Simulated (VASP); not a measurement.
Set up this calculation in VASP 6.6.1, as the native input.

| Quantity | Value |
| --- | --- |
| Task | single point |
| Functional | r2SCAN |
| Potentials or basis | VASP PAW PBE potentials, release 64 (V_sv, H) |
| Cutoff | 520 eV |
| k mesh | 12 × 12 × 8 |
| Occupations | gaussian, width 0.1 eV |
| Spin | no spin polarisation |
| Dipole correction | no |
| Further INCAR settings | ALGO = Normal; EDIFF = 1e-06; NBANDS = 24 |

VH2:

```xyz
6
Lattice="2.0728 2.0728 0.0000 -2.0728 2.0728 0.0000 0.0000 0.0000 4.2203" Properties=species:S:1:pos:R:3 pbc="T T T"
V     0.0000    0.0000    0.0000
V     0.0000    2.0728    2.1101
H    -1.0364    1.0364    3.1652
H     1.0364    1.0364    3.1652
H     1.0364    1.0364    1.0551
H    -1.0364    1.0364    1.0551
```

This cell differs from its parent crystal: biaxial strain in the a-b plane: -1.0 %, then relaxed in part.

These files were run (other wordings do the same):

POSCAR

```
VH2
1.0
    2.0728168170      2.0728168170      0.0000000000
   -2.0728168170      2.0728168170      0.0000000000
    0.0000000000      0.0000000000      4.2202846670
V H
2 4
Direct
    0.0000000000      0.0000000000      0.0000000000
    0.5000000000      0.5000000000      0.5000000000
    0.0000000000      0.5000000000      0.7500000000
    0.5000000000      0.0000000000      0.7500000000
    0.5000000000      0.0000000000      0.2500000000
    0.0000000000      0.5000000000      0.2500000000
```

INCAR.step1

```
PREC = Accurate
ENCUT = 520
ISMEAR = 0
SIGMA = 0.1
LREAL = False
LASPH = True
NELM = 60
NBANDS = 24
GGA = PE
ALGO = Normal
EDIFF = 1E-4
LWAVE = True
LCHARG = False
```

INCAR.step2

```
PREC = Accurate
ENCUT = 520
EDIFF = 1E-6
ISMEAR = 0
SIGMA = 0.1
LREAL = False
LASPH = True
NELM = 60
ALGO = Normal
ISIF = 2
LWAVE = False
LCHARG = False
METAGGA = R2SCAN
LMIXTAU = True
NBANDS = 24
ISTART = 1
```

KPOINTS

```
regular mesh
0
Gamma
  12 12 8
```

Potentials or basis: VASP PAW PBE potentials, release 64 (V_sv, H).

Command:

```console
$ cat potpaw_PBE.64/V_sv/POTCAR potpaw_PBE.64/H/POTCAR > POTCAR
$ cp INCAR.step1 INCAR
$ mpirun -np 1 vasp_std > vasp.out
$ cp INCAR.step2 INCAR
$ mpirun -np 1 vasp_std > vasp.out
```

Results of the run:

```json
{
  "Pressure": "2.8 GPa",
  "Band gap on the k mesh": "zero (bands 15 and 16 overlap by 2.67 eV)"
}
```

Caveat: the cell differs from its parent crystal (biaxial strain in the a-b plane: -1.0 %, then relaxed in part); the PAW data sets were made with another functional, which shifts forces and pressure a little.

Run time: 110 s on 1 thread of Intel(R) Xeon(R) 6975P-C (Granite Rapids), on a shared host, peak memory 0.22 GiB.
